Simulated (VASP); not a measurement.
A run of VASP 6.6.1 is set up as follows.

The input INCAR:

```
SYSTEM = Pd
PREC = Accurate ; ENCUT = 520
EDIFF = 1E-7 ; ISMEAR = 0
SIGMA = 0.15 ; LREAL = .FALSE.
LASPH = .TRUE. ; NELM = 60
ALGO = Fast ; ISIF = 2
LWAVE = .FALSE. ; LCHARG = .TRUE.
GGA = PS ; LELF = .TRUE.
LVHAR = .TRUE. ; NBANDS = 11
```

The input KPOINTS:

```
Automatic mesh
0
G
  20 20 20
  0 0 0
```

Contents of POSCAR:

```
Pd
1.0
    0.0000000000      2.0421450000      1.9935225000
    2.0421450000      0.0000000000      1.9935225000
    2.0421450000      2.0421450000      0.0000000000
Pd
1
Direct
    0.0000000000      0.0000000000      0.0000000000
```

Potentials or basis: VASP PAW PBE potentials, release 64 (Pd).

Launch:

```bash
$ cat potpaw_PBE.64/Pd/POTCAR > POTCAR
$ mpirun -np 1 vasp_std > vasp.out
```

Question: Estimate the pressure.

Answer: -18.9 GPa.

Question: Predict the band gap on the k mesh.

Answer: Zero (bands 5 and 6 overlap by 1.32 eV).

Stress tensor (GPa, compression positive):
```
-19.18   0.00   0.00
  0.00 -19.18   0.00
  0.00   0.00 -18.45
```

Caveat: the cell differs from its parent crystal (strain +0.050 along x and y, +0.025 along z); the cell stands under tension; the PAW data sets were made with another functional, which shifts forces and pressure a little.
